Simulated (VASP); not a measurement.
# HfN (lda) (Fm-3m) in VASP: relaxation of cell and atoms with LDA

Aim: the relaxation of cell and atoms of HfN (lda) with LDA.

All numbers are computed with VASP 6.6.1; they aren't measurements. Logs are shortened: lines on timing, memory, paths and dates and some standing lists are left out, and cuts for length are marked.

**1. The cell of the first run**

It takes space group Fm-3m (No. 225, cubic). Conventional cell: a = 4.512 Å, b = 4.512 Å, c = 4.512 Å, α = 90.00°, β = 90.00°, γ = 90.00°. Hf (site symmetry m-3m) has 6 N at 2.26 Å within 3.0 Å. Within 3.0 Å of N (site symmetry m-3m) lie 6 Hf at 2.26 Å.

**2. Relaxation of cell and atoms, LDA**

INCAR reads:

```
SYSTEM = HfN
PREC     = Accurate       ! precision mode
ENCUT    = 600            ! plane-wave cutoff, eV
EDIFF    = 1E-6           ! SCF threshold, eV
ISMEAR   = 0              ! smearing method
SIGMA    = 0.1            ! smearing width, eV
LREAL    = .False.        ! projectors in reciprocal space
LASPH    = .True.         ! aspherical terms in the spheres
NELM     = 100            ! most SCF steps
ALGO     = Normal         ! electronic algorithm
ISIF     = 3              ! what is computed and relaxed
LWAVE    = .False.        ! write WAVECAR
LCHARG   = .False.        ! write CHGCAR
IBRION   = 2              ! ionic algorithm
NSW      = 100            ! ionic steps
EDIFFG   = -0.002         ! ionic threshold
```

KPOINTS reads:

```
Automatic mesh
0
Gamma
  16 16 16
  0 0 0
```

POSCAR reads:

```
HfN
1.0
    0.0000000000      2.2558601200      2.2558601200
    2.2558601200      0.0000000000      2.2558601200
    2.2558601200      2.2558601200      0.0000000000
Hf N
1 1
Direct
    0.0000000000      0.0000000000      0.0000000000
    0.5000000000      0.5000000000      0.5000000000
```

Potentials or basis: VASP PAW LDA potentials, release 64 (Hf_pv, N).

Launch:

```console
$ cat potpaw_LDA.64/Hf_pv/POTCAR potpaw_LDA.64/N/POTCAR > POTCAR
$ mpirun -np 1 vasp_std > vasp.out
```

OUTCAR:

```text
SYSTEM = HfN
   PREC = Accurate
   ENCUT = 600
   EDIFF = 1E-6
   ISMEAR = 0
   LREAL = .False.
   LASPH = .True.
   NELM = 100
   ISIF = 3
   IBRION = 2
   NSW = 100
   EDIFFG = -0.002

 ion  position               nearest neighbor table
   1  0.000  0.000  0.000-   2 2.26   2 2.26   2 2.26   2 2.26   2 2.26   2 2.26
   2  0.500  0.500  0.500-   1 2.26   1 2.26   1 2.26   1 2.26   1 2.26   1 2.26

  LATTYP: Found a face centered cubic cell.
 ALAT       =     4.5117202400

  Lattice vectors:

 A1 = (   0.0000000000,   2.2558601200,   2.2558601200)
 A2 = (   2.2558601200,   0.0000000000,   2.2558601200)
 A3 = (   2.2558601200,   2.2558601200,   0.0000000000)

Analysis of symmetry for initial positions (statically):
=====================================================================
 Subroutine PRICEL returns:
 Original cell was already a primitive cell.

 Routine SETGRP: Setting up the symmetry group for a
 face centered cubic supercell.

 Subroutine GETGRP returns: Found 48 space group operations
 (whereof 48 operations were pure point group operations)
 out of a pool of 48 trial point group operations.

The static configuration has the point symmetry O_h .

Analysis of symmetry for dynamics (positions and initial velocities):
=====================================================================
 Subroutine PRICEL returns:
 Original cell was already a primitive cell.

 Routine SETGRP: Setting up the symmetry group for a
 face centered cubic supercell.

 Subroutine GETGRP returns: Found 48 space group operations
 (whereof 48 operations were pure point group operations)
 out of a pool of 48 trial point group operations.

The dynamic configuration has the point symmetry O_h .

 Subroutine INISYM returns: Found 48 space group operations
 (whereof 48 operations are pure point group operations),
 and found     1 'primitive' translations

----------------------------------------------------------------------------------------

                                     Primitive cell

  volume of cell :      22.9597

  direct lattice vectors                    reciprocal lattice vectors
     0.000000000  2.255860120  2.255860120    -0.221644948  0.221644948  0.221644948
     2.255860120  0.000000000  2.255860120     0.221644948 -0.221644948  0.221644948
     2.255860120  2.255860120  0.000000000     0.221644948  0.221644948 -0.221644948

  length of vectors
     3.190267977  3.190267977  3.190267977     0.383900312  0.383900312  0.383900312

  position of ions in fractional coordinates (direct lattice)
     0.000000000  0.000000000  0.000000000
     0.500000000  0.500000000  0.500000000

  ion indices of the primitive-cell ions
   primitive index   ion index
                 1           1
                 2           2

----------------------------------------------------------------------------------------

 KPOINTS: Automatic mesh

Automatic generation of k-mesh.
 Grid dimensions read from file:
 generate k-points for:   16   16   16

 Generating k-lattice:

  Cartesian coordinates                     Fractional coordinates (reciprocal lattice)
    -0.013852809  0.013852809  0.013852809     0.062500000  0.000000000  0.000000000
     0.013852809 -0.013852809  0.013852809     0.000000000  0.062500000  0.000000000
     0.013852809  0.013852809 -0.013852809     0.000000000  0.000000000  0.062500000

  Length of vectors
     0.023993769  0.023993769  0.023993769

  Shift w.r.t. Gamma in fractional coordinates (k-lattice)
     0.000000000  0.000000000  0.000000000

 Subroutine IBZKPT returns following result:
 ===========================================

 Found    145 irreducible k-points:

 Following reciprocal coordinates:
            Coordinates               Weight
  0.000000  0.000000  0.000000      1.000000
  0.062500  0.000000  0.000000      8.000000
  0.125000  0.000000  0.000000      8.000000
  0.187500  0.000000  0.000000      8.000000
  0.250000  0.000000  0.000000      8.000000
  0.312500  0.000000  0.000000      8.000000
[... 16 lines left out ...]
 -0.125000  0.062500  0.000000     24.000000
 -0.062500  0.062500  0.000000     12.000000
 [... further k-points ...]
   k-points           NKPTS =    145   k-points in BZ     NKDIM =    145   number of bands    NBANDS=     11
   number of dos      NEDOS =    301   number of ions     NIONS =      2
   total plane-waves  NPLWV =  21952
   dimension x,y,z NGX =    28 NGY =   28 NGZ =   28
   dimension x,y,z NGXF=    56 NGYF=   56 NGZF=   56
   ions per type =               1   1
   NGX,Y,Z   is equivalent  to a cutoff of  14.59, 14.59, 14.59 a.u.
   NGXF,Y,Z  is equivalent  to a cutoff of  29.18, 29.18, 29.18 a.u.
 SYSTEM =  HfN
   PREC   = accura    normal or accurate (medium, high low for compatibility)
   ISTART =      0    job   : 0-new  1-cont  2-samecut
   ICHARG =      2    charge: 1-file 2-atom 10-const
   ISPIN  =      1    spin polarized calculation?
   LNONCOLLINEAR =      F non collinear calculations
   LSORBIT =      F    spin-orbit coupling
   LASPH  =      T    aspherical Exc in radial PAW
   ENCUT  =  600.0 eV  44.10 Ry    6.64 a.u.   6.37  6.37  6.37*2*pi/ulx,y,z
   NELM   =    100;   NELMIN=  2; NELMDL= -5     # of ELM steps
   EDIFF  = 0.1E-05   stopping-criterion for ELM
   LREAL  =      F    real-space projection
   EDIFFG = -.2E-02   stopping-criterion for IOM
   NSW    =    100    number of steps for IOM
   IBRION =      2    ionic relax: 0-MD 1-quasi-New 2-CG
   NFREE  =      1    steps in history (QN), initial steepest desc. (CG)
   ISIF   =      3    stress and relaxation
   ISYM   =      2    0-nonsym 1-usesym 2-fastsym
   POTIM  = 0.5000    time-step for ionic-motion
   TEBEG  =    0.0;   TEEND  =   0.0 temperature during run
   PSTRESS=    0.0 pullay stress
   NELECT =      15.0000    total number of electrons
   NUPDOWN=      -1.0000    fix difference up-down
   EMIN   =  10.00;   EMAX   =-10.00  energy-range for DOS
   EFERMI =   0.00;   METHOD = LEGACY
   ISMEAR =     0;   SIGMA  =   0.10  broadening in eV -4-tet -1-fermi 0-gaus
   EFERMI_NEDOS =   21; number of points for ismear=-14 and -15
   IALGO  =     38    algorithm
   IMIX   =      4    mixing-type and parameters
     AMIX     =   0.40;   BMIX     =  1.00
     AMIX_MAG =   1.60;   BMIX_MAG =  1.00
  volume/ion in A,a.u.               =      11.48        77.47
  Fermi-wavevector in a.u.,A,eV,Ry     =   1.420528  2.684408 27.455188  2.017899
  Thomas-Fermi vector in A             =   2.541434
   LORBIT       =      0    0 simple, 1 ext, 2 COOP (PROOUT), +10 PAW based schemes
   GGA     = CA    functional components
   LHFCALC =     F    Hartree Fock is set to
   AEXX    =    0.0000 exact exchange contribution
   IVDW    =     0    specifies the selected vdW correction
   LEPSILON=     F    determine dielectric tensor
   LRPA    =     F    only Hartree local field effects (RPA)
 conjugate gradient relaxation of ions
 non-spin polarized calculation
 Gauss-broadening in eV      SIGMA  =   0.10
  energy-cutoff  :      600.00
  volume of cell :       22.96
 maximum number of plane-waves:       785
 NGX is ok and might be reduce to    28
   NGX = 13   NGY = 13   NGZ = 13

--------------------------------------- Ionic step        1  -------------------------------------------

 number of electron      15.0000002 magnetization

 Free energy of the ion-electron system (eV)
  ---------------------------------------------------
  ext. energy  EPLUGINS =         0.00000000
  ---------------------------------------------------
  free energy    TOTEN  =       -23.85064153 eV

  energy without entropy =      -23.84754393  energy(sigma->0) =      -23.84909273

------------------------ aborting loop because EDIFF is reached ----------------------------------------

  FORCE on cell =-STRESS in cart. coord.  units (eV):
  Direction    XX          YY          ZZ          XY          YZ          ZX
  --------------------------------------------------------------------------------------
  -------------------------------------------------------------------------------------
  Total       -1.3691647     -1.3691647     -1.3691647      0.0000000      0.0000000      0.0000000
  in kB      -95.5432025    -95.5432025    -95.5432025      0.0000000      0.0000000      0.0000000
  external PRESSURE =     -95.5432025 kB  Pullay stress =       0.0000000 kB
[... 93 lines left out ...]
  energy  without entropy=      -23.8707953962  energy(sigma->0) =      -23.87232599

--------------------------------------- Ionic step        4  -------------------------------------------

 number of electron      15.0000001 magnetization

 Free energy of the ion-electron system (eV)
  ---------------------------------------------------
  ext. energy  EPLUGINS =         0.00000000
  ---------------------------------------------------
  free energy    TOTEN  =       -23.87386843 eV

  energy without entropy =      -23.87080782  energy(sigma->0) =      -23.87233813

 E-fermi :   8.5323     XC(G=0): -13.1743

 val. band max:        8.5309468333   @ k =  -0.1250   0.0625   0.0000
 cond. band min:       8.5439795798   @ k =   0.3750   0.1250   0.0000
 fundamental gap:      0.0130327465
 Fermi energy:         8.5322619388

 k-point     1 :       0.0000    0.0000    0.0000
  band No.  band energies     occupation
      1     -22.2514      2.00000
      2     -22.2514      2.00000
      3     -22.2514      2.00000
      4      -8.9138      2.00000
      5       5.5480      2.00000
      6       5.5480      2.00000
      7       5.5480      2.00000
      8       8.1250      2.00000
      9       8.1250      2.00000
     10       8.1250      2.00000
     11      10.5387      0.00000
[... 309 lines left out ...]
 k-point    24 :      -0.0625    0.0625    0.0000
  band No.  band energies     occupation
      1     -22.3658      2.00000
      2     -22.2797      2.00000
      3     -22.2532      2.00000
      4      -8.6516      2.00000
      5       4.5064      2.00000
      6       4.8288      2.00000
      7       5.1699      2.00000
      8       8.3065      1.99859
      9       8.3173      1.99763
     10       8.7823      0.00041
     11      10.8011      0.00000

 [... further k-points ...]

------------------------ aborting loop because EDIFF is reached ----------------------------------------

  FORCE on cell =-STRESS in cart. coord.  units (eV):
  Direction    XX          YY          ZZ          XY          YZ          ZX
  --------------------------------------------------------------------------------------
  -------------------------------------------------------------------------------------
  Total       -0.0026328     -0.0026328     -0.0026328      0.0000000      0.0000000      0.0000000
  in kB       -0.1899557     -0.1899557     -0.1899557      0.0000000      0.0000000      0.0000000
  external PRESSURE =      -0.1899557 kB  Pullay stress =       0.0000000 kB
[... 17 lines left out ...]
  FREE ENERGIE OF THE ION-ELECTRON SYSTEM (eV)
  ---------------------------------------------------
  free  energy   TOTEN  =       -23.8738684321 eV

  energy  without entropy=      -23.8708078238  energy(sigma->0) =      -23.87233813

 reached required accuracy - stopping structural energy minimisation
```

Run time: 2.9 min. Hardware: 1 thread of Intel Xeon Platinum 8259CL at 2.50GHz (Skylake/Cascade Lake), shared host; peak memory 0.19 GiB.

What came out:

```yaml
Free_energy: -23.8739 eV
Relaxed_volume: 11.10 Å³/atom
Relaxed_cell: a = 3.155 Å, b = 3.155 Å, c = 3.155 Å, α = 60.00°, β = 60.00°, γ = 60.00°
Space_group_after_relaxing_to_0.05_Å: Fm-3m (No. 225)
Energy_gained_by_relaxing: 11.6 meV/atom
Ionic_steps: 4
Pressure_after_relaxing: 0.0 GPa
```

The path:
| step | energy change (eV) | largest force (eV/Å) | pressure (GPa) | volume (Å³) |
| --- | --- | --- | --- | --- |
| 1 | 0.0000 | 0.0000 | -9.55 | 22.96 |
| 2 | 0.0788 | 0.0000 | 24.02 | 20.76 |
| 3 | -0.0232 | 0.0000 | -0.24 | 22.22 |
| 4 | -0.0232 | 0.0000 | -0.02 | 22.21 |

Final structure:
```cif
data_structure
_symmetry_space_group_name_H-M 'P 1'
_symmetry_Int_Tables_number 1
_cell_length_a 3.1550
_cell_length_b 3.1550
_cell_length_c 3.1550
_cell_angle_alpha 60.000
_cell_angle_beta 60.000
_cell_angle_gamma 60.000
_cell_volume 22.21
loop_
_atom_site_label
_atom_site_type_symbol
_atom_site_fract_x
_atom_site_fract_y
_atom_site_fract_z
_atom_site_occupancy
Hf1 Hf 0.00000 0.00000 0.00000 1
N1 N 0.50000 0.50000 0.50000 1
```

Caveat: spin-orbit coupling is left out, which moves the levels of the heavy elements.
